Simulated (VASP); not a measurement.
Wanted: the native input for a VASP 6.6.1 run.

| Item | Value |
| --- | --- |
| Task | relaxation of cell and atoms |
| Functional | PBE |
| Potentials or basis | VASP PAW PBE potentials, release 64 (Li_sv, Ge_d, H) |
| Cutoff | 600 eV |
| k mesh | 12 × 12 × 12 |
| Occupations | gaussian, width 0.1 eV |
| Spin | no spin polarisation |
| Dipole correction | no |
| Further INCAR settings | ALGO = Normal; EDIFF = 1e-06; IBRION = 2; EDIFFG = -0.01; NSW = 100; ISIF = 3 |

The structure of LiGeH3 lies in POSCAR:

```
LiGeH3
1.0
    3.4861245510      0.0000000000      0.0000000000
    0.0000000000      3.4861245510      0.0000000000
    0.0000000000      0.0000000000      3.4861245510
Li Ge H
1 1 3
Direct
    0.5000000000      0.5000000000      0.5000000000
    0.0000000000      0.0000000000      0.0000000000
    0.5000000000      0.5000000000      0.0000000000
    0.0000000000      0.5000000000      0.5000000000
    0.5000000000      0.0000000000      0.5000000000
```

The cell was generated, and may not be a known phase.

One way to write it, as run:

INCAR

```
  ALGO = Normal
  EDIFF = 1E-6
  EDIFFG = -0.01
  ENCUT = 600
  GGA = PE
  IBRION = 2
  ISIF = 3
  ISMEAR = 0
  LASPH = True
  LCHARG = False
  LREAL = False
  LWAVE = False
  NELM = 60
  NSW = 100
  PREC = Accurate
  SIGMA = 0.1
```

KPOINTS

```
k-points
0
Gamma
  12 12 12
```

Potentials or basis: VASP PAW PBE potentials, release 64 (Li_sv, Ge_d, H).

Run with:

```sh
$ cat potpaw_PBE.64/Li_sv/POTCAR potpaw_PBE.64/Ge_d/POTCAR potpaw_PBE.64/H/POTCAR > POTCAR
$ mpirun -np 1 vasp_std > vasp.out
```

It gave:

| Item | Value |
| --- | --- |
| Relaxed volume | 8.49 Å³/atom |
| Relaxed cell | a = 3.489 Å, b = 3.489 Å, c = 3.489 Å, α = 90.00°, β = 90.00°, γ = 90.00° |
| Space group after relaxing (to 0.1 Å) | Pm-3m (No. 221) |
| Energy gained by relaxing | 0.0 meV/atom |
| Ionic steps | 2 |
| Pressure after relaxing | 0.2 GPa |
| Band gap on the k mesh | zero (bands 10 and 11 overlap by 1.51 eV) |

Caveat: the cutoff is under 1.25 times the usual one of these potentials, so pressure, stress and relaxed cells hold a basis-set (Pulay) error.

It took 110 s on 1 thread of Intel(R) Xeon(R) Platinum 8259CL CPU @ 2.50GHz (Skylake/Cascade Lake), with other jobs on the host, peak memory 0.2 GiB.
